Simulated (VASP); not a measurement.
Write the native input for VASP 6.6.1 that does the following.

- Task: single point
- Functional: PBE0
- Potentials or basis: VASP PAW PBE potentials, release 64 (C)
- Cutoff: 520 eV
- k mesh: 6 × 6 × 2
- Occupations: fermi-dirac, width 0.05 eV
- Spin: no spin polarisation
- Dipole correction: no
- Grid for exact exchange (PRECFOCK): Normal
- Further INCAR settings: ALGO = Normal; EDIFF = 1e-07; NBANDS = 11

The system is C, a slab with vacuum.

```
C
1.0
     2.43969    0.00000    0.00000
    -1.21984    2.11283    0.00000
     0.00000    0.00000    8.46659
C
2
Direct
  0.66667 0.33333 0.00000
  0.33333 0.66667 0.00000
```

These files were run (other wordings do the same):

POSCAR

```
C
1.0
    2.4396853020      0.0000000000      0.0000000000
   -1.2198426510      2.1128294488      0.0000000000
    0.0000000000      0.0000000000      8.4665949023
C
2
Direct
    0.6666666667      0.3333333333      0.0000000000
    0.3333333333      0.6666666667      0.0000000000
```

INCAR.step1

```
SYSTEM = C
  PREC = Accurate
  ENCUT = 520
  EDIFF = 1E-5
  ISMEAR = -1
  SIGMA = 0.05
  LREAL = .False.
  LASPH = .True.
  NELM = 80
  ALGO = Normal
  ISIF = 2
  LWAVE = .True.
  LCHARG = .False.
  NBANDS = 11
  GGA = PE
```

INCAR.step2

```
SYSTEM = C
  PREC = Accurate
  ENCUT = 520
  EDIFF = 1E-7
  ISMEAR = -1
  SIGMA = 0.05
  LREAL = .False.
  LASPH = .True.
  NELM = 80
  ALGO = Normal
  ISIF = 2
  LWAVE = .False.
  LCHARG = .False.
  GGA = PE
  LHFCALC = .True.
  AEXX = 0.25
  PRECFOCK = Normal
  NBANDS = 11
  ISTART = 1
```

KPOINTS

```
regular mesh
0
Gamma
  6 6 2
  0 0 0
```

Potentials or basis: VASP PAW PBE potentials, release 64 (C).

The run is started by

```sh
$ cat potpaw_PBE.64/C/POTCAR > POTCAR
$ cp INCAR.step1 INCAR
$ mpirun -np 1 vasp_std > vasp.out
$ cp INCAR.step2 INCAR
$ mpirun -np 1 vasp_std > vasp.out
```

It gave:

```
Band gap on the k mesh : zero (band 4 reaches -0.37 eV, above the bottom of band 5 at -0.89 eV)
```

Caveat: the k points lie up to 0.50 Å⁻¹ apart.

Wall time 2.7 min on 1 thread of Intel(R) Xeon(R) 6975P-C (Granite Rapids), with other jobs on the host, peak memory 0.15 GiB.
